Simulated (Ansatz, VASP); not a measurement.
Two plane-wave programs on B2SbP3

INCAR

```
SYSTEM = B2SbP3
  ALGO = Normal
  EDIFF = 1E-6
  EDIFFG = -0.01
  ENCUT = 600
  GGA = PE
  IBRION = 2
  ISIF = 3
  ISMEAR = 0
  LASPH = .TRUE.
  LCHARG = .FALSE.
  LREAL = .FALSE.
  LWAVE = .FALSE.
  NELM = 60
  NSW = 100
  PREC = Accurate
  SIGMA = 0.1
```

File KPOINTS:

```
k-points
0
G
  12 12 8
  0 0 0
```

The input POSCAR:

```
B2SbP3
1.0
    4.3509246503      0.0000000000      0.0000000000
   -2.1754623251      3.7680112771      0.0000000000
    0.0000000000      0.0000000000      5.7275819719
B Sb P
2 1 3
Direct
    0.3333333333      0.6666666667      0.5827217247
    0.6666666667      0.3333333333      0.5827217247
    0.0000000000      0.0000000000      0.4665888472
    0.3333333333      0.6666666667      0.9230715682
    0.6666666667      0.3333333333      0.9230715682
    0.0000000000      0.0000000000      0.9913771070
```

Input for Ansatz:

```yaml
crystal:
  lattice:
    - [4.3509246503, 0.0, 0.0]
    - [-2.1754623251, 3.7680112771, 0.0]
    - [0.0, 0.0, 5.7275819719]
  atoms:
    - { symbol: B, position: [0.3333333333, 0.6666666667, 0.5827217247] }
    - { symbol: B, position: [0.6666666667, 0.3333333333, 0.5827217247] }
    - { symbol: Sb, position: [0.0, 0.0, 0.4665888472] }
    - { symbol: P, position: [0.3333333333, 0.6666666667, 0.9230715682] }
    - { symbol: P, position: [0.6666666667, 0.3333333333, 0.9230715682] }
    - { symbol: P, position: [0.0, 0.0, 0.991377107] }
basis:
  ecutwfc: 420
kpoints:
  mp_grid: { grid: [12, 12, 8] }
hamiltonian:
  xc: pbe
scf:
  occupations: { method: gaussian, width: 0.1 }
output:
  forces: true
  stress: true
  eigenvalues: true
relax:
  adjacent_minimum: "off"
  f_tol: 0.01
  max_steps: 80
  cell: { stress_tol: 0.05 }
```

Alike in both runs: task relaxation of cell and atoms; functional PBE; k mesh 12 × 12 × 8; occupations gaussian, width 0.1 eV; no spin polarisation.

```csv
,VASP,Ansatz
version,VASP 6.6.1,Ansatz 0.2.0
potentials or method,"VASP PAW PBE potentials, release 64 (B, Sb, P), cutoff 600 eV","scalar-relativistic, plane waves, PAW"
valence electrons in the cell,26,36
```

|  | VASP | Ansatz | Ansatz less VASP |
| --- | --- | --- | --- |
| gap on the k mesh at the Fermi level, each at its own relaxed structure (eV) | none | none | - |
| relaxed volume (Å³/atom) | 15.37 | 15.37 | 0.000 |
| relaxed cell length with the largest relative difference (Å) | 5.592 | 5.584 | -0.0081 |

A gap of «none» marks a metal or a gap that the smearing closes. VASP's potentials hold 26 valence electrons a cell and Ansatz's 36, so a difference there can come from the potentials and not from the codes.

Spin-orbit coupling is off throughout.
